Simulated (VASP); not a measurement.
Here is a VASP 6.6.1 calculation.

Contents of INCAR:

```
SYSTEM = Tm3C2
PREC = Accurate
ENCUT = 600
EDIFF = 1E-6
ISMEAR = 0
SIGMA = 0.1
LREAL = .False.
LASPH = .True.
NELM = 200
ALGO = Normal
ISIF = 2
LWAVE = .False.
LCHARG = .False.
GGA = PE
NBANDS = 26
GGA_COMPAT = .False.
LMAXMIX = 6
```

Contents of KPOINTS:

```
Automatic mesh
0
Gamma
  8 8 8
  0 0 0
```

POSCAR

```
Tm3C2
1.0
    4.6058593793      0.0000000000      0.0000000000
    0.0000000000      4.6058593793      0.0000000000
    0.0000000000      0.0000000000      4.6058593793
Tm C
3 2
Direct
    0.5000000000      0.0000000000      0.0000000000
    0.0000000000      0.5000000000      0.0000000000
    0.0000000000      0.0000000000      0.5000000000
    0.0000000000      0.0000000000      0.0000000000
    0.5000000000      0.5000000000      0.5000000000
```

Potentials or basis: VASP PAW PBE potentials, release 64 (Tm_3, C), 4f in core.

Run with:

```bash
$ cat potpaw_PBE.64/Tm_3/POTCAR potpaw_PBE.64/C/POTCAR > POTCAR
$ mpirun -np 1 vasp_std > vasp.out
```

Problem. Predict the band gap on the k mesh.

Solution. Zero (an odd number of electrons rules out a gap without spin polarisation).

Problem. What does it give for the pressure?

Solution. 0.9 GPa.

Caveat: spin-orbit coupling is left out, which moves the levels of the heavy elements; the 4f electrons are frozen in the core, so they carry no moment and show no levels. Spin polarisation is off, so any magnetic state and its effect on volume and gap are missing.
